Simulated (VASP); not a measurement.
Wanted: the native input for a VASP 6.6.1 run.

```yaml
Task: single point
Functional: LDA
Potentials_or_basis: VASP PAW LDA potentials, release 64 (Hg)
Cutoff: 520 eV
k_mesh: 12 × 12 × 6
Occupations: fermi-dirac, width 0.1 eV
Spin: non-collinear spin, zero start, spin-orbit coupling
Starting_moments: "[[0.0, 0.0, 0.0], [0.0, 0.0, 0.0]] μB"
Dipole_correction: no
Further_INCAR_settings: ALGO = Normal; EDIFF = 1e-06; NBANDS = 36
```

The structure of Hg lies in POSCAR:

```
Hg
1.0
    3.1143789863      0.0000000000      0.0000000000
   -1.5571894932      2.6971313192      0.0000000000
    0.0000000000      0.0000000000      5.2827171125
Hg
2
Direct
    0.3333333333      0.6666666667      0.2500000000
    0.6666666667      0.3333333333      0.7500000000
```

The input as run:

INCAR

```
SYSTEM = Hg
PREC     = Accurate       ! precision mode
ENCUT    = 520            ! plane-wave cutoff, eV
EDIFF    = 1E-6           ! SCF threshold, eV
ISMEAR   = -1             ! smearing method
SIGMA    = 0.1            ! smearing width, eV
LREAL    = .FALSE.        ! projectors in reciprocal space
LASPH    = .TRUE.         ! aspherical terms in the spheres
NELM     = 150            ! most SCF steps
ALGO     = Normal         ! electronic algorithm
ISIF     = 2              ! what is computed and relaxed
LWAVE    = .FALSE.        ! write WAVECAR
LCHARG   = .FALSE.        ! write CHGCAR
LNONCOLLINEAR= .TRUE.         ! non-collinear magnetism
MAGMOM   = 0 0 0 0 0 0    ! initial moments
LORBIT   = 11             ! projections on sites
LSORBIT  = .TRUE.         ! spin-orbit coupling
GGA_COMPAT= .FALSE.      
LORBMOM  = .TRUE.       
GGA      = CA             ! functional
NBANDS   = 36             ! bands
```

KPOINTS

```
regular mesh
0
G
  12 12 6
  0 0 0
```

Potentials or basis: VASP PAW LDA potentials, release 64 (Hg).

Launch:

```sh
$ cat potpaw_LDA.64/Hg/POTCAR > POTCAR
$ mpirun -np 1 vasp_ncl > vasp.out
```

It gave:

The pressure is -0.8 GPa. The net moment is 0.00 μB per cell and the valence electrons inside the program's atomic spheres are Hg 10.48.

Run time: 4.1 min on 1 thread of AMD EPYC 7R13, on a shared host, peak memory 0.28 GiB.
